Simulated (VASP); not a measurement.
# RbBr: single point with PBEsol

The system is RbBr.

```
CELL_PARAMETERS angstrom
0.00000 3.86950 3.86950
3.86950 0.00000 3.86950
3.86950 3.86950 0.00000
ATOMIC_POSITIONS crystal
Rb 0.00000 0.00000 0.00000
Br 0.25000 0.25000 0.25000
```

```json
{"Program": "VASP 6.6.1", "Task": "single point", "Functional": "PBEsol", "Potentials or basis": "VASP PAW PBE potentials, release 64 (Rb_sv, Br)", "Cutoff": "520 eV", "k mesh": "4 × 4 × 4", "Occupations": "gaussian, width 0.01 eV", "Spin": "no spin polarisation"}
```

The pressure is -0.3 GPa and the band gap on the k mesh is 4.12 eV (least direct gap 4.21 eV).

Levels at points of the mesh, in eV from the valence-band top:
```
           k point  band 4  band 5  band 6  band 7  band 8  band 9  band 10  band 11  band 12  band 13
(0.00, 0.00, 0.00)   -8.67   -8.67   -0.09   -0.09   -0.09    4.12     8.15     8.15     9.14     9.14
(0.50, 0.00, 0.00)   -8.68   -8.62   -0.30   -0.04   -0.04    6.29     6.56     7.82     7.82     9.19
(0.50, 0.50, 0.00)   -8.70   -8.58   -0.40    0.00    0.00    6.00     6.75     8.43     8.91     9.07
```

Wall time 14 s on 1 thread of Intel(R) Xeon(R) Platinum 8488C (Sapphire Rapids), on a shared host, peak memory 0.24 GiB.

Caveat: the structure was generated, so it needn't be the stable form of RbBr; the PAW data sets were made with another functional, which shifts forces and pressure a little. A k mesh can miss the band edges.
